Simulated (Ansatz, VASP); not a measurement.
**GaN in VASP and in Ansatz**

Contents of POSCAR:

```
GaN
1.0
    0.0000000000      2.2597310836      2.2597310836
    2.2597310836      0.0000000000      2.2597310836
    2.2597310836      2.2597310836      0.0000000000
Ga N
1 1
Direct
    0.0000000000      0.0000000000      0.0000000000
    0.2500000000      0.2500000000      0.2500000000
```

The input INCAR.step1:

```
  ALGO = Normal
  EDIFF = 1E-5
  ENCUT = 520
  GGA = PE
  ISIF = 2
  ISMEAR = -1
  LASPH = True
  LREAL = False
  LWAVE = True
  NBANDS = 16
  NELM = 80
  PREC = Accurate
  SIGMA = 0.05
```

File INCAR.step2:

```
  ALGO = Normal
  EDIFF = 1E-6
  ENCUT = 520
  GGA = PE
  HFSCREEN = 0.2079
  ISIF = 2
  ISMEAR = -1
  ISTART = 1
  LASPH = True
  LCHARG = True
  LELF = True
  LHFCALC = True
  LREAL = False
  LVHAR = True
  LWAVE = False
  NBANDS = 16
  NELM = 80
  PREC = Accurate
  PRECFOCK = Normal
  SIGMA = 0.05
```

The input KPOINTS:

```
k-points
0
Gamma
  4 4 4
```

Input for Ansatz:

```yaml
crystal:
  lattice:
    - [0.0, 2.259731083563, 2.259731083563]
    - [2.259731083563, 0.0, 2.259731083563]
    - [2.259731083563, 2.259731083563, 0.0]
  atoms:
    - { symbol: Ga, position: [0.0, 0.0, 0.0] }
    - { symbol: "N", position: [0.25, 0.25, 0.25] }
kpoints:
  mp_grid: { grid: [4, 4, 4] }
hamiltonian:
  xc: hse06
  pseudopotentials: { kind: paw }
scf:
  occupations: { method: fermi_dirac, width: 0.05 }
output:
  forces: true
  stress: true
  eigenvalues: true
```

Alike in both runs: task single point; functional HSE06; k mesh 4 × 4 × 4; occupations fermi-dirac, width 0.05 eV; no spin polarisation.

|  | VASP | Ansatz |
| --- | --- | --- |
| version | VASP 6.6.1 | Ansatz 0.2.0 development build |
| potentials or method | VASP PAW PBE potentials, release 64 (Ga_d, N) | plane waves, PAW datasets (generated soft set 1) |
| plane-wave cutoff (eV) | 520 | 420 |
| valence electrons in the cell | 18 | 18 |

```tsv
	VASP	Ansatz	Ansatz less VASP
gap on the k mesh at the Fermi level (eV)	2.95	2.93	-0.018
```

With one functional, cell and mesh, what is left measures potentials, basis and numerics. Ansatz's warnings: stress exchange threshold loose, stress scf threshold loose.

The k mesh is coarse, so the values compare programs but aren't converged.
